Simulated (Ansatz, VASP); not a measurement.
Two plane-wave programs on MnO2

INCAR

```
PREC = Accurate
ENCUT = 520
EDIFF = 1E-7
ISMEAR = 0
SIGMA = 0.1
LREAL = False
LASPH = True
NELM = 150
ALGO = Normal
ISIF = 2
LWAVE = False
LCHARG = False
ISPIN = 2
MAGMOM = 0 4.5 0 0 0 0
LORBIT = 11
LMAXMIX = 4
LDAU = True
LDAUTYPE = 2
LDAUL = 2 -1
LDAUU = 6.3 0
LDAUJ = 0 0
LDAUPRINT = 1
GGA = PE
NBANDS = 38
```

The input KPOINTS:

```
regular mesh
0
Gamma
  5 5 7
```

The input POSCAR:

```
MnO2
1.0
    4.3983000000      0.0000000000      0.0000000000
    0.0000000000      4.3983000000      0.0000000000
    0.0000000000      0.0000000000      2.8730000000
Mn O
2 4
Direct
    0.0000000000      0.0000000000      0.0000000000
    0.5000000000      0.5000000000      0.5000000000
    0.3051500000      0.3051500000      0.0000000000
    0.1948500000      0.8051500000      0.5000000000
    0.6948500000      0.6948500000      0.0000000000
    0.8051500000      0.1948500000      0.5000000000
```

Input for Ansatz:

```yaml
crystal:
  lattice:
    - [4.3983, 0.0, 0.0]
    - [0.0, 4.3983, 0.0]
    - [0.0, 0.0, 2.873]
  atoms:
    - { symbol: Mn, position: [0.0, 0.0, 0.0] }
    - { symbol: Mn, position: [0.5, 0.5, 0.5], spin: 4.5 }
    - { symbol: O, position: [0.30515, 0.30515, 0.0] }
    - { symbol: O, position: [0.19485, 0.80515, 0.5] }
    - { symbol: O, position: [0.69485, 0.69485, 0.0] }
    - { symbol: O, position: [0.80515, 0.19485, 0.5] }
magnetization:
  spin_polarized: true
hamiltonian:
  xc: pbe
  pseudopotentials: { kind: paw }
  hubbard: { sites: [{ species: Mn, l: d, u_eff: 6.3 }] }
basis:
  ecutwfc: 420
kpoints:
  mp_grid: { grid: [5, 5, 7] }
scf:
  occupations: { method: gaussian, width: 0.1 }
  lower_state_search: "off"
output:
  forces: true
  stress: true
```

Alike in both runs: task single point; functional PBE; k mesh 5 × 5 × 7; occupations gaussian, width 0.1 eV; collinear spin; Hubbard terms Mn d U = 6.3 eV.

```csv
,VASP,Ansatz
version,VASP 6.6.1,Ansatz 0.2.0
potentials or method,"VASP PAW PBE potentials, release 64 (Mn_pv, O), cutoff 520 eV","PAW, plane waves, scalar-relativistic"
valence electrons in the cell,50,54
```

```tsv
	VASP	Ansatz	Ansatz less VASP
pressure (GPa)	12.6	13.5	+0.89
traceless stress, the component that is largest in VASP (GPa)	3.60	5.37	+1.769
rms of the force components (eV/Å)	0.143	0.051	-0.0917
net moment per atom (μB)	0.33	0.00	-0.334
size of the moment on the site where the two differ most (μB)	1.09	2.76	+1.662
```

The net moments are unlike, so the other rows may belong to different states. Site moments also hang on the region over which each program counts them. The programs project onto different local orbitals, so the same U acts differently, and such runs can settle in different states. Atom by atom the forces differ by 0.119 eV/Å (rms over components). VASP's potentials hold 50 valence electrons a cell and Ansatz's 54, so a difference there can come from the potentials and not from the codes. Ansatz's warnings: seeded moment not kept.
